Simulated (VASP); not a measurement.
Runs of VASP 6.6.1 on Ir. The structure is that of space group Pm-3m (No. 221), or close to it. The cells are those of the table. 

```csv
cell,k mesh,gap on the mesh (eV),pressure (GPa)
"a = 2.473 Å, 1 atom",14 × 14 × 14,none,28.2
"a = 2.543 Å, 1 atom",13 × 13 × 13,none,0.4
"a = 2.576 Å, 1 atom",14 × 14 × 14,none,(b)
"a = 2.543 Å, 1 atom",20 × 20 × 20,none,0.1
"a = 2.543 Å, 1 atom",14 × 14 × 14,none,0.0
"a = 2.609 Å, 1 atom",14 × 14 × 14,none,(a)
"a = 2.437 Å, 1 atom",14 × 14 × 14,none,48.2
"a = 2.508 Å, 1 atom",14 × 14 × 14,none,(c)
```

Alike in all rows: task single point; level PBEsol; potentials or basis VASP PAW PBE potentials, release 64 (Ir); no spin polarisation; cutoff (eV) 520; smearing fermi-dirac 0.1 eV.

Q: Estimate the missing entries.

A: (a) -17.5; (b) -9.8; (c) 12.4.

Caveats: the PAW data sets were made with another functional, which shifts forces and pressure a little; spin-orbit coupling is left out, which moves the levels of the heavy elements.

A k mesh can miss the band edges, and the runs leave out spin-orbit coupling on Ir.

A gap of «none» marks levels without a gap at the run's occupations.
